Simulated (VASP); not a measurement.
# P (Fm-3m) in VASP: further runs, part 2 of 2

VASP 6.6.1.

### 5 Single point, BLYP (volume scaled by 0.96)

INCAR reads:

```
SYSTEM = P
AGGAC = 1.0 ; AGGAX = 1.0
ALDAC = 0.0 ; ALDAX = 1.0
ALGO = Normal ; EDIFF = 1E-6
ENCUT = 520 ; GGA = B5
ISIF = 2 ; ISMEAR = -1
LASPH = .TRUE. ; LCHARG = .TRUE.
LELF = .TRUE. ; LREAL = .FALSE.
LVHAR = .TRUE. ; LWAVE = .FALSE.
NBANDS = 8 ; NELM = 100
PREC = Accurate ; SIGMA = 0.1
```

KPOINTS reads:

```
k-points
0
G
  15 15 15
  0 0 0
```

POSCAR reads:

```
P
1.0
    0.0000000000      2.0042300300      2.0042300300
    2.0042300300      0.0000000000      2.0042300300
    2.0042300300      2.0042300300      0.0000000000
P
1
Direct
    0.0000000000      0.0000000000      0.0000000000
```

Potentials or basis: VASP PAW PBE potentials, release 64 (P).

Started as:

```sh
$ cat potpaw_PBE.64/P/POTCAR > POTCAR
$ mpirun -np 1 vasp_std > vasp.out
```

OUTCAR:

```text
SYSTEM = P
   EDIFF = 1E-6
   ENCUT = 520
   GGA = B5
   ISIF = 2
   ISMEAR = -1
   LASPH = .TRUE.
   LREAL = .FALSE.
   NELM = 100
   PREC = Accurate

 ion  position               nearest neighbor table
   1  0.000  0.000  0.000-

  LATTYP: Found a face centered cubic cell.
 ALAT       =     4.0084600600

  Lattice vectors:

 A1 = (   0.0000000000,   2.0042300300,   2.0042300300)
 A2 = (   2.0042300300,   0.0000000000,   2.0042300300)
 A3 = (   2.0042300300,   2.0042300300,   0.0000000000)

Analysis of symmetry for initial positions (statically):
=====================================================================
 Subroutine PRICEL returns:
 Original cell was already a primitive cell.

 Routine SETGRP: Setting up the symmetry group for a
 face centered cubic supercell.

 Subroutine GETGRP returns: Found 48 space group operations
 (whereof 48 operations were pure point group operations)
 out of a pool of 48 trial point group operations.

The static configuration has the point symmetry O_h .

Analysis of symmetry for dynamics (positions and initial velocities):
=====================================================================
 Subroutine PRICEL returns:
[... 153 lines left out ...]
  energy without entropy =       -3.49976980  energy(sigma->0) =       -3.50930308

 E-fermi :   8.8743     XC(G=0): -10.3273

 val. band max:        8.8590250268   @ k =   0.4000   0.2667   0.1333
 cond. band min:       8.8860556696   @ k =   0.4667   0.4000   0.0667
 fundamental gap:      0.0270306427
 Fermi energy:         8.8742840036

 k-point     1 :       0.0000    0.0000    0.0000
  band No.  band energies     occupation
      1      -6.4195      2.00000
      2      14.5354      0.00000
      3      14.5354      0.00000
      4      14.5354      0.00000
      5      20.1641      0.00000
      6      20.1641      0.00000
      7      20.1641      0.00000
      8      25.7914      0.00000
[... 243 lines left out ...]
 k-point    24 :       0.2000    0.1333    0.0000
  band No.  band energies     occupation
      1      -5.4032      2.00000
      2      11.2374      0.00000
      3      12.4835      0.00000
      4      13.0021      0.00000
      5      17.9220      0.00000
      6      20.8097      0.00000
      7      22.9837      0.00000
      8      23.1440      0.00000

 [... further k-points ...]
[... 5 lines left out ...]
  --------------------------------------------------------------------------------------
  -------------------------------------------------------------------------------------
  Total        0.3060342      0.3060342      0.3060342     -0.0000000     -0.0000000      0.0000000
  in kB       30.4514365     30.4514365     30.4514365     -0.0000000     -0.0000000      0.0000000
  external PRESSURE =      30.4514365 kB  Pullay stress =       0.0000000 kB

 VOLUME and BASIS-vectors are now :
 -----------------------------------------------------------------------------
  energy-cutoff  :      520.00
  volume of cell :       16.10
      direct lattice vectors                 reciprocal lattice vectors
     0.000000000  2.004230030  2.004230030    -0.249472362  0.249472362  0.249472362
     2.004230030  0.000000000  2.004230030     0.249472362 -0.249472362  0.249472362
     2.004230030  2.004230030  0.000000000     0.249472362  0.249472362 -0.249472362

 POSITION                                       TOTAL-FORCE (eV/Angst)
 -----------------------------------------------------------------------------------
      0.00000      0.00000      0.00000         0.000000      0.000000     -0.000000
 -----------------------------------------------------------------------------------
    total drift:                                0.000000      0.000000     -0.000000

  FREE ENERGIE OF THE ION-ELECTRON SYSTEM (eV)
  ---------------------------------------------------
  free  energy   TOTEN  =        -3.5188363616 eV

  energy  without entropy=       -3.4997698007  energy(sigma->0) =       -3.50930308
```

OSZICAR:

```text
N       E                     dE             d eps       ncg     rms          rms(c)
DAV:   1     0.186220980674E+01    0.18622E+01   -0.20149E+03  1960   0.442E+02
DAV:   2    -0.346482909057E+01   -0.53270E+01   -0.51391E+01  3024   0.475E+01
DAV:   3    -0.351583454769E+01   -0.51005E-01   -0.50732E-01  2048   0.505E+00
DAV:   4    -0.351591930899E+01   -0.84761E-04   -0.84760E-04  3336   0.230E-01
DAV:   5    -0.351591931492E+01   -0.59376E-08   -0.67843E-08  2048   0.172E-03    0.291E+00
DAV:   6    -0.351752857919E+01   -0.16093E-02   -0.45932E-04  2752   0.163E-01    0.175E+00
DAV:   7    -0.351880840907E+01   -0.12798E-02   -0.12183E-03  2264   0.271E-01    0.347E-02
DAV:   8    -0.351883537115E+01   -0.26962E-04   -0.30048E-05  3080   0.433E-02    0.694E-03
DAV:   9    -0.351883651467E+01   -0.11435E-05   -0.11719E-06  2288   0.901E-03    0.278E-03
DAV:  10    -0.351883636164E+01    0.15303E-06   -0.17935E-07  1312   0.273E-03
   1 F= -.35188364E+01 E0= -.35093031E+01  d E =-.190666E-01
```

stdout:

```text
POSCAR found type information on POSCAR P
 POSCAR found :  1 types and       1 ions
 scaLAPACK will be used
 -----------------------------------------------------------------------------
|                                                                             |
|                                                                             |
|     You enforced a specific xc type in the INCAR file but a different       |
|     I HOPE YOU KNOW WHAT YOU ARE DOING!                                     |
|                                                                             |
 -----------------------------------------------------------------------------

 LDA part: xc-table for (Slater(with rela. corr.)+VWN5), standard interpolation
 POSCAR, INCAR and KPOINTS ok, starting setup
 FFT: planning ... GRIDC
 FFT: planning ... GRID_SOFT
 FFT: planning ... GRID
 WAVECAR not read
 entering main loop
```

Wall time 13 s (1 thread of Intel Xeon Platinum 8259CL at 2.50GHz (Skylake/Cascade Lake), shared host); peak memory 0.13 GiB.

Results:

```yaml
Free_energy: -3.5188 eV
Pressure: 3.0 GPa
```

Levels at points of the mesh, in eV from the Fermi level:
```
           k point  band 1  band 2  band 3  band 4  band 5  band 6  band 7
(0.00, 0.00, 0.00)  -15.29    5.66    5.66    5.66   11.29   11.29   11.29
```

Caveat: the PAW data sets were made with another functional, which shifts forces and pressure a little.

### 6 Single point, BLYP

INCAR reads:

```
PREC = Accurate
ENCUT = 520
EDIFF = 1E-6
ISMEAR = -1
SIGMA = 0.1
LREAL = False
LASPH = True
NELM = 60
ALGO = Normal
ISIF = 2
LWAVE = False
LCHARG = False
GGA = B5
ALDAX = 1.0
AGGAX = 1.0
AGGAC = 1.0
ALDAC = 0.0
NBANDS = 8
```

KPOINTS reads:

```
Automatic mesh
0
Gamma
  15 15 15
```

POSCAR reads:

```
P
1.0
    0.0000000000      2.0316886480      2.0316886480
    2.0316886480      0.0000000000      2.0316886480
    2.0316886480      2.0316886480      0.0000000000
P
1
Direct
    0.0000000000      0.0000000000      0.0000000000
```

Potentials or basis: VASP PAW PBE potentials, release 64 (P).

Started as:

```sh
$ cat potpaw_PBE.64/P/POTCAR > POTCAR
$ mpirun -np 1 vasp_std > vasp.out
```

It took 12 s on 1 thread of Intel Xeon Platinum 8259CL at 2.50GHz (Skylake/Cascade Lake), shared host; peak memory 0.13 GiB.

The run converged. Its results:

```
Free energy : -3.5254 eV
Pressure    : 0.1 GPa
```

Levels at points of the mesh, in eV from the Fermi level:
| k point | band 1 | band 2 | band 3 | band 4 | band 5 |
| --- | --- | --- | --- | --- | --- |
| (0.00, 0.00, 0.00) | -14.91 | 5.35 | 5.35 | 5.35 | 11.22 |

Caveat: the PAW data sets were made with another functional, which shifts forces and pressure a little.

### 7 Summary

| cell | k mesh | gap on the mesh (eV) | pressure (GPa) |
| --- | --- | --- | --- |
| a = 2.873 Å, angles 60.0°, 1 atom | 14 × 14 × 14 | none | 0.2 |
| a = 2.753 Å, angles 60.0°, 1 atom | 15 × 15 × 15 | none | 11.1 |
| a = 2.794 Å, angles 60.0°, 1 atom | 15 × 15 × 15 | none | 6.6 |
| a = 2.834 Å, angles 60.0°, 1 atom | 15 × 15 × 15 | none | 3.0 |
| a = 2.873 Å, angles 60.0°, 1 atom | 15 × 15 × 15 | none | 0.1 |

Alike in all rows: task single point; level BLYP; potentials or basis VASP PAW PBE potentials, release 64 (P); no spin polarisation; cutoff (eV) 520; smearing fermi-dirac 0.1 eV.

Caveats: the PAW data sets were made with another functional, which shifts forces and pressure a little.

Total energies depend on the potentials used, so only differences within one code and one set of settings carry meaning.
